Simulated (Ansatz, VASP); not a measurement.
**One calculation of Ir, two programs**

Contents of INCAR:

```
SYSTEM = Ir
ALGO = Normal
EDIFF = 1E-8
ENCUT = 520
GGA = PS
ISIF = 2
ISMEAR = -1
LASPH = .True.
LCHARG = .False.
LEFG = .True.
LREAL = .False.
LWAVE = .False.
NBANDS = 10
NELM = 80
PREC = Accurate
SIGMA = 0.05
```

The input KPOINTS:

```
k-points
0
Gamma
  15 15 15
  0 0 0
```

Contents of POSCAR:

```
Ir
1.0
    0.0000000000      1.9197000000      1.8621090000
    1.9197000000      0.0000000000      1.8621090000
    1.9197000000      1.9197000000      0.0000000000
Ir
1
Direct
    0.0000000000      0.0000000000      0.0000000000
```

Input for Ansatz:

```yaml
crystal:
  lattice:
    - [0.0, 1.9197, 1.862109]
    - [1.9197, 0.0, 1.862109]
    - [1.9197, 1.9197, 0.0]
  atoms:
    - { symbol: Ir, position: [0.0, 0.0, 0.0] }
kpoints:
  mp_grid: { grid: [15, 15, 15] }
scf:
  occupations: { method: fermi_dirac, width: 0.05 }
hamiltonian:
  xc: pbesol
  pseudopotentials: { kind: paw }
output:
  forces: true
  stress: true
  eigenvalues: true
  efg: { contact_densities: true }
```

Change from the starting cell: zz strain of -3 %, PAW files.

Alike in both runs: task electric field gradients; functional PBEsol; k mesh 15 × 15 × 15; occupations fermi-dirac, width 0.05 eV; no spin polarisation.

```csv
,VASP,Ansatz
version,VASP 6.6.1,Ansatz 0.2.0
potentials or method,"VASP PAW PBE potentials, release 64 (Ir)","PAW with Ansatz's default frozen-core files, scalar-relativistic"
plane-wave cutoff (eV),520,420
valence electrons in the cell,9,17
```

Ansatz gave:

| Quantity | Value |
| --- | --- |
| pressure (GPa) | 9.7 |
| traceless stress, the component that is largest in VASP (GPa) | 8.39 |
| size of Vzz on the site where it differs most (V/Å²) | 23.0 |

**Question.** Which values does VASP return?

**Answer.** Pressure (GPa): 10.9; traceless stress, the component that is largest in VASP (GPa): 8.37; size of Vzz on the site where it differs most (V/Å²): 21.5.

VASP's potentials were made for PBE, not for PBEsol. The functional is the same, so the differences come from potentials, cutoffs and numerics. VASP's potentials hold 9 valence electrons a cell and Ansatz's 17, so a difference there can come from the potentials and not from the codes.

Spin-orbit coupling is off throughout.
